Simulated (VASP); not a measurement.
# Pt (Fm-3m) in VASP: notebook

Pt is run at these levels: PBEsol; tasks: single point.

Everything below comes from runs of VASP 6.6.1. Logs are shortened: lines on timing, memory, paths and dates and some standing lists are left out, and cuts for length are marked.

### 1 The cell of the first run

It takes space group Fm-3m (No. 225, cubic). The conventional cell has a = 3.918 Å, b = 3.918 Å, c = 3.918 Å, α = 90.00°, β = 90.00°, γ = 90.00°. Pt (site symmetry m-3m) has 12 Pt at 2.77 Å within 3.7 Å.

### 2 Single point, PBEsol, collinear spin (15.04 Å³/atom)

Input file INCAR:

```
SYSTEM = Pt
PREC = Accurate
ENCUT = 520
EDIFF = 1E-7
ISMEAR = 0
SIGMA = 0.15
LREAL = .False.
LASPH = .True.
NELM = 150
ALGO = Normal
ISIF = 2
LWAVE = .False.
LCHARG = .False.
ISPIN = 2
MAGMOM = 0.25
LORBIT = 11
NUPDOWN = 0.25
LMAXMIX = 4
GGA = PS
NBANDS = 15
```

Input file KPOINTS:

```
Automatic mesh
0
Gamma
  22 22 22
  0 0 0
```

Input file POSCAR:

```
Pt
1.0
    0.0000000000      1.9589709028      1.9589709028
    1.9589709028      0.0000000000      1.9589709028
    1.9589709028      1.9589709028      0.0000000000
Pt
1
Direct
    0.0000000000      0.0000000000      0.0000000000
```

Potentials or basis: VASP PAW PBE potentials, release 64 (Pt).

On the command line:

```sh
cat potpaw_PBE.64/Pt/POTCAR > POTCAR
mpirun -np 1 vasp_std > vasp.out
```

OUTCAR:

```text
SYSTEM = Pt
   PREC = Accurate
   ENCUT = 520
   EDIFF = 1E-7
   ISMEAR = 0
   LREAL = .False.
   LASPH = .True.
   NELM = 150
   ISIF = 2
   ISPIN = 2
   LORBIT = 11
   NUPDOWN = 0.25
   GGA = PS

 ion  position               nearest neighbor table
   1  0.000  0.000  0.000-

  LATTYP: Found a face centered cubic cell.
 ALAT       =     3.9179418056

  Lattice vectors:

 A1 = (   0.0000000000,   1.9589709028,   1.9589709028)
 A2 = (   1.9589709028,   0.0000000000,   1.9589709028)
 A3 = (   1.9589709028,   1.9589709028,   0.0000000000)

Analysis of symmetry for initial positions (statically):
=====================================================================
 Subroutine PRICEL returns:
 Original cell was already a primitive cell.

 Routine SETGRP: Setting up the symmetry group for a
 face centered cubic supercell.

 Subroutine GETGRP returns: Found 48 space group operations
 (whereof 48 operations were pure point group operations)
 out of a pool of 48 trial point group operations.

The static configuration has the point symmetry O_h .

Analysis of symmetry for dynamics (positions and initial velocities):
=====================================================================
 Subroutine PRICEL returns:
 Original cell was already a primitive cell.

 Routine SETGRP: Setting up the symmetry group for a
 face centered cubic supercell.

 Subroutine GETGRP returns: Found 48 space group operations
 (whereof 48 operations were pure point group operations)
 out of a pool of 48 trial point group operations.

The dynamic configuration has the point symmetry O_h .

Analysis of structural, dynamic, and magnetic symmetry:
=====================================================================
 Subroutine PRICEL returns:
 Original cell was already a primitive cell.

 Routine SETGRP: Setting up the symmetry group for a
 face centered cubic supercell.

 Subroutine GETGRP returns: Found 48 space group operations
 (whereof 48 operations were pure point group operations)
 out of a pool of 48 trial point group operations.

The overall configuration has the point symmetry O_h .

 Subroutine INISYM returns: Found 48 space group operations
 (whereof 48 operations are pure point group operations),
 and found     1 'primitive' translations

----------------------------------------------------------------------------------------

                                     Primitive cell

  volume of cell :      15.0354

  direct lattice vectors                    reciprocal lattice vectors
     0.000000000  1.958970903  1.958970903    -0.255236052  0.255236052  0.255236052
     1.958970903  0.000000000  1.958970903     0.255236052 -0.255236052  0.255236052
     1.958970903  1.958970903  0.000000000     0.255236052  0.255236052 -0.255236052

  length of vectors
     2.770403219  2.770403219  2.770403219     0.442081811  0.442081811  0.442081811

  position of ions in fractional coordinates (direct lattice)
     0.000000000  0.000000000  0.000000000

  ion indices of the primitive-cell ions
   primitive index   ion index
                 1           1

----------------------------------------------------------------------------------------

 KPOINTS: Automatic mesh

Automatic generation of k-mesh.
 Grid dimensions read from file:
 generate k-points for:   22   22   22

 Generating k-lattice:

  Cartesian coordinates                     Fractional coordinates (reciprocal lattice)
    -0.011601639  0.011601639  0.011601639     0.045454545  0.000000000  0.000000000
     0.011601639 -0.011601639  0.011601639     0.000000000  0.045454545  0.000000000
     0.011601639  0.011601639 -0.011601639     0.000000000  0.000000000  0.045454545

  Length of vectors
     0.020094628  0.020094628  0.020094628

  Shift w.r.t. Gamma in fractional coordinates (k-lattice)
     0.000000000  0.000000000  0.000000000

 Subroutine IBZKPT returns following result:
 ===========================================

 Found    328 irreducible k-points:

 Following reciprocal coordinates:
            Coordinates               Weight
  0.000000  0.000000  0.000000      1.000000
  0.045455  0.000000  0.000000      8.000000
  0.090909  0.000000  0.000000      8.000000
  0.136364  0.000000  0.000000      8.000000
  0.181818  0.000000  0.000000      8.000000
  0.227273  0.000000  0.000000      8.000000
[... 16 lines left out ...]
  0.500000  0.045455  0.000000     24.000000
 -0.454545  0.045455  0.000000     24.000000
 [... further k-points ...]
   k-points           NKPTS =    328   k-points in BZ     NKDIM =    328   number of bands    NBANDS=     15
   number of dos      NEDOS =    301   number of ions     NIONS =      1
   total plane-waves  NPLWV =  13824
   dimension x,y,z NGX =    24 NGY =   24 NGZ =   24
   dimension x,y,z NGXF=    48 NGYF=   48 NGZF=   48
   ions per type =               1
   NGX,Y,Z   is equivalent  to a cutoff of  14.40, 14.40, 14.40 a.u.
   NGXF,Y,Z  is equivalent  to a cutoff of  28.80, 28.80, 28.80 a.u.
 SYSTEM =  Pt
   PREC   = accura    normal or accurate (medium, high low for compatibility)
   ISTART =      0    job   : 0-new  1-cont  2-samecut
   ICHARG =      2    charge: 1-file 2-atom 10-const
   ISPIN  =      2    spin polarized calculation?
   LNONCOLLINEAR =      F non collinear calculations
   LSORBIT =      F    spin-orbit coupling
   LASPH  =      T    aspherical Exc in radial PAW
   ENCUT  =  520.0 eV  38.22 Ry    6.18 a.u.   5.15  5.15  5.15*2*pi/ulx,y,z
   NELM   =    150;   NELMIN=  2; NELMDL= -5     # of ELM steps
   EDIFF  = 0.1E-06   stopping-criterion for ELM
   LREAL  =      F    real-space projection
   EDIFFG = 0.1E-05   stopping-criterion for IOM
   NSW    =      0    number of steps for IOM
   IBRION =     -1    ionic relax: 0-MD 1-quasi-New 2-CG
   NFREE  =      0    steps in history (QN), initial steepest desc. (CG)
   ISIF   =      2    stress and relaxation
   ISYM   =      2    0-nonsym 1-usesym 2-fastsym
   POTIM  = 0.5000    time-step for ionic-motion
   TEBEG  =    0.0;   TEEND  =   0.0 temperature during run
   PSTRESS=    0.0 pullay stress
   NELECT =      10.0000    total number of electrons
   NUPDOWN=       0.2500    fix difference up-down
   EMIN   =  10.00;   EMAX   =-10.00  energy-range for DOS
   EFERMI =   0.00;   METHOD = LEGACY
   ISMEAR =     0;   SIGMA  =   0.15  broadening in eV -4-tet -1-fermi 0-gaus
   EFERMI_NEDOS =   21; number of points for ismear=-14 and -15
   IALGO  =     38    algorithm
   IMIX   =      4    mixing-type and parameters
     AMIX     =   0.40;   BMIX     =  1.00
     AMIX_MAG =   1.60;   BMIX_MAG =  1.00
  volume/ion in A,a.u.               =      15.04       101.46
  Fermi-wavevector in a.u.,A,eV,Ry     =   1.429015  2.700447 27.784245  2.042084
  Thomas-Fermi vector in A             =   2.549015
   LORBIT       =     11    0 simple, 1 ext, 2 COOP (PROOUT), +10 PAW based schemes
   GGA     = PS    functional components
   LHFCALC =     F    Hartree Fock is set to
   AEXX    =    0.0000 exact exchange contribution
   IVDW    =     0    specifies the selected vdW correction
   LEPSILON=     F    determine dielectric tensor
   LRPA    =     F    only Hartree local field effects (RPA)
 spin polarized calculation
 Gauss-broadening in eV      SIGMA  =   0.15
  energy-cutoff  :      520.00
  volume of cell :       15.04
 maximum number of plane-waves:       419
 NGX is ok and might be reduce to    24
   NGX = 11   NGY = 11   NGZ = 11

 number of electron      10.0000000 magnetization       0.2500000

 Free energy of the ion-electron system (eV)
  ---------------------------------------------------
  ext. energy  EPLUGINS =         0.00000000
  ---------------------------------------------------
  free energy    TOTEN  =        -6.96900498 eV

  energy without entropy =       -6.95039351  energy(sigma->0) =       -6.95969924

 E-fermi :  11.1162     XC(G=0): -13.6455

 val. band max:       11.2195269087   @ k =   0.5000   0.2273   0.0000
 cond. band min:      11.1171429772   @ k =   0.4545   0.2273   0.0455
 fundamental gap:     -0.1023839315
 Fermi energy:        11.2228359569

 spin component 1

 k-point     1 :       0.0000    0.0000    0.0000
  band No.  band energies     occupation
      1       0.8037      1.00000
      2       7.2491      1.00000
      3       7.2491      1.00000
      4       7.2491      1.00000
      5       9.4450      1.00000
      6       9.4450      1.00000
      7      25.7541      0.00000
      8      30.7297      0.00000
      9      30.7297      0.00000
     10      30.7297      0.00000
     11      36.0538      0.00000
     12      43.3057      0.00000
     13      43.3057      0.00000
     14      43.3057      0.00000
     15      43.3234      0.00000
[... 397 lines left out ...]
 k-point    24 :      -0.4545    0.0455    0.0000
  band No.  band energies     occupation
      1       3.7675      1.00000
      2       7.1591      1.00000
      3       7.2585      1.00000
      4       9.8710      1.00000
      5      11.0106      0.97729
      6      11.7111      0.00000
      7      17.1333      0.00000
      8      25.4754      0.00000
      9      29.8046      0.00000
     10      30.2503      0.00000
     11      39.1659      0.00000
     12      39.5353      0.00000
     13      40.7704      0.00000
     14      43.7583      0.00000
     15      43.8306      0.00000

 [... further k-points ...]

 spin component 2

 k-point     1 :       0.0000    0.0000    0.0000
  band No.  band energies     occupation
      1       0.8456      1.00000
      2       7.4182      1.00000
      3       7.4182      1.00000
      4       7.4182      1.00000
      5       9.6006      1.00000
      6       9.6006      1.00000
      7      25.7876      0.00000
      8      30.7596      0.00000
      9      30.7596      0.00000
     10      30.7596      0.00000
     11      36.0530      0.00000
     12      43.3654      0.00000
     13      43.3654      0.00000
     14      43.3654      0.00000
     15      43.5704      0.00000
[... 397 lines left out ...]
 k-point    24 :      -0.4545    0.0455    0.0000
  band No.  band energies     occupation
      1       3.8772      1.00000
      2       7.3068      1.00000
      3       7.4076      1.00000
      4       9.9455      1.00000
      5      11.1943      0.23091
      6      11.8474      0.00000
      7      17.2698      0.00000
      8      25.4985      0.00000
      9      29.8632      0.00000
     10      30.3089      0.00000
     11      39.2100      0.00000
     12      39.5795      0.00000
     13      40.8200      0.00000
     14      44.0146      0.00000
     15      44.0923      0.00000

 [... further k-points ...]
[... 5 lines left out ...]
  --------------------------------------------------------------------------------------
  -------------------------------------------------------------------------------------
  Total       -0.0002700     -0.0002700     -0.0002700      0.0000000      0.0000000     -0.0000000
  in kB       -0.0287702     -0.0287702     -0.0287702      0.0000000      0.0000000     -0.0000000
  external PRESSURE =      -0.0287702 kB  Pullay stress =       0.0000000 kB

 VOLUME and BASIS-vectors are now :
 -----------------------------------------------------------------------------
  energy-cutoff  :      520.00
  volume of cell :       15.04
      direct lattice vectors                 reciprocal lattice vectors
     0.000000000  1.958970903  1.958970903    -0.255236052  0.255236052  0.255236052
     1.958970903  0.000000000  1.958970903     0.255236052 -0.255236052  0.255236052
     1.958970903  1.958970903  0.000000000     0.255236052  0.255236052 -0.255236052

 POSITION                                       TOTAL-FORCE (eV/Angst)
 -----------------------------------------------------------------------------------
      0.00000      0.00000      0.00000         0.000000     -0.000000      0.000000
 -----------------------------------------------------------------------------------
    total drift:                               -0.000000      0.000000     -0.000000

  FREE ENERGIE OF THE ION-ELECTRON SYSTEM (eV)
  ---------------------------------------------------
  free  energy   TOTEN  =        -6.9690049801 eV

  energy  without entropy=       -6.9503935063  energy(sigma->0) =       -6.95969924

 total charge

# of ion       s       p       d       tot
------------------------------------------
    1        0.635   0.619   8.038   9.292

 magnetization (x)

# of ion       s       p       d       tot
------------------------------------------
    1       -0.000  -0.003   0.251   0.248
```

Wall time 53 s (1 thread of Intel Xeon 6975P-C (Granite Rapids), shared host); peak memory 0.24 GiB.

Results:

```
Free energy                                           : -6.9690 eV
Pressure                                              : 0.0 GPa
Net moment                                            : 0.25 μB per cell
Site moments                                          : Pt +0.25 μB
Valence electrons inside the program's atomic spheres : Pt 9.29
```

Caveat: the PAW data sets were made with another functional, which shifts forces and pressure a little; spin-orbit coupling is left out, which moves the levels of the heavy elements; the total moment is fixed, so each spin has its own Fermi level.

### 3 Single point, PBEsol, collinear spin (15.04 Å³/atom)

Input file INCAR:

```
PREC = Accurate
ENCUT = 520
EDIFF = 1E-7
ISMEAR = 0
SIGMA = 0.15
LREAL = F
LASPH = T
NELM = 150
ALGO = Normal
ISIF = 2
LWAVE = F
LCHARG = T
ISPIN = 2
MAGMOM = 0.05
LORBIT = 11
NUPDOWN = 0.05
LMAXMIX = 4
GGA = PS
LELF = T
LVHAR = T
NBANDS = 15
```

Input file KPOINTS:

```
Automatic mesh
0
Gamma
  22 22 22
```

POSCAR is that of step 2.

Potentials or basis: VASP PAW PBE potentials, release 64 (Pt).

On the command line:

```sh
cat potpaw_PBE.64/Pt/POTCAR > POTCAR
mpirun -np 1 vasp_std > vasp.out
```

Run time: 51 s. Hardware: 1 thread of Intel Xeon 6975P-C (Granite Rapids), shared host; peak memory 0.24 GiB.

The run converged. Its results:

- Free energy: -6.9750 eV
- Pressure: -0.3 GPa
- Net moment: 0.05 μB per cell
- Site moments: Pt +0.05 μB
- Valence electrons inside the program's atomic spheres: Pt 9.29

Caveat: the PAW data sets were made with another functional, which shifts forces and pressure a little; spin-orbit coupling is left out, which moves the levels of the heavy elements; the total moment is fixed, so each spin has its own Fermi level.

### 4 Single point, PBEsol, collinear spin (15.04 Å³/atom)

Input file INCAR:

```
SYSTEM = Pt
  PREC = Accurate
  ENCUT = 520
  EDIFF = 1E-7
  ISMEAR = 0
  SIGMA = 0.15
  LREAL = .False.
  LASPH = .True.
  NELM = 150
  ALGO = Normal
  ISIF = 2
  LWAVE = .False.
  LCHARG = .False.
  ISPIN = 2
  MAGMOM = 0.15
  LORBIT = 11
  NUPDOWN = 0.15
  LMAXMIX = 4
  GGA = PS
  NBANDS = 15
```

Input file KPOINTS:

```
regular mesh
0
Gamma
  22 22 22
  0 0 0
```

POSCAR is that of step 3.

On the command line:

```sh
cat potpaw_PBE.64/Pt/POTCAR > POTCAR
mpirun -np 1 vasp_std > vasp.out
```

Wall time 50 s (1 thread of Intel Xeon 6975P-C (Granite Rapids), shared host); peak memory 0.24 GiB.

The run converged. Its results:

* Free energy: -6.9731 eV
* Pressure: -0.2 GPa
* Net moment: 0.15 μB per cell
* Site moments: Pt +0.15 μB
* Valence electrons inside the program's atomic spheres: Pt 9.29

Caveat: the PAW data sets were made with another functional, which shifts forces and pressure a little; spin-orbit coupling is left out, which moves the levels of the heavy elements; the total moment is fixed, so each spin has its own Fermi level.

### 5 Overview

```tsv
fixed moment (μB)	pressure (GPa)	moment (μB)
0.25	0.0	0.25
0.05	-0.3	0.05
0.15	-0.2	0.15
```

Alike in all rows: task single point; level PBEsol; potentials or basis VASP PAW PBE potentials, release 64 (Pt); spin collinear; cell as given; k mesh 22 × 22 × 22; cutoff (eV) 520; smearing gaussian 0.15 eV.

Caveats: the PAW data sets were made with another functional, which shifts forces and pressure a little; spin-orbit coupling is left out, which moves the levels of the heavy elements; the total moment is fixed, so each spin has its own Fermi level.

Absolute energies hang on the potentials; compare differences alone.
